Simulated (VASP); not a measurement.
A run of VASP 6.6.1 is set up as follows.

The input INCAR:

```
SYSTEM = AlN
  PREC = Accurate
  ENCUT = 600
  EDIFF = 1E-7
  ISMEAR = 0
  SIGMA = 0.01
  LREAL = .FALSE.
  LASPH = .TRUE.
  NELM = 120
  ALGO = Normal
  ISIF = 3
  LWAVE = .FALSE.
  LCHARG = .FALSE.
  GGA = PE
  IBRION = 2
  NSW = 80
  EDIFFG = -0.001
  PSTRESS = 500.0
  GGA_COMPAT = .FALSE.
  NELMIN = 4
```

KPOINTS

```
regular mesh
0
G
  10 10 10
  0 0 0
```

Contents of POSCAR:

```
AlN
1.0
    0.0000000000      2.2015871054      2.2015871054
    2.2015871054      0.0000000000      2.2015871054
    2.2015871054      2.2015871054      0.0000000000
Al N
1 1
Direct
    0.0000000000      0.0000000000      0.0000000000
    0.7500000000      0.7500000000      0.7500000000
```

Potentials or basis: VASP PAW PBE potentials, release 64 (Al, N).

The run is started by

```sh
$ cat potpaw_PBE.64/Al/POTCAR potpaw_PBE.64/N/POTCAR > POTCAR
$ mpirun -np 1 vasp_std > vasp.out
```

**Question.** What does it give for the band gap on the k mesh?

**Answer.** 3.38 eV, indirect (least direct gap 5.32 eV).

**Question.** What does it give for the space group after relaxing (to 0.05 Å)?

**Answer.** F-43m (No. 216).

**Question.** Predict the relaxed volume.

**Answer.** 8.89 Å³/atom.

Step by step:
| step | energy change (eV) | largest force (eV/Å) | pressure (GPa) | volume (Å³) |
| --- | --- | --- | --- | --- |
| 1 | 0.0000 | 0.0000 | -0.39 | 21.34 |
| 2 | 5.0335 | 0.0000 | 282.83 | 12.56 |
| 3 | 0.3646 | 0.0000 | 42.42 | 18.16 |
| 4 | 0.4440 | 0.0000 | 48.01 | 17.87 |
| 5 | 0.4734 | 0.0000 | 50.01 | 17.78 |

Caveat: the cell is relaxed towards a set pressure, so the enthalpy falls and the energy may rise; the volume moved by over 15 % at a fixed basis, so the end points are rough. A k mesh can miss the band edges.
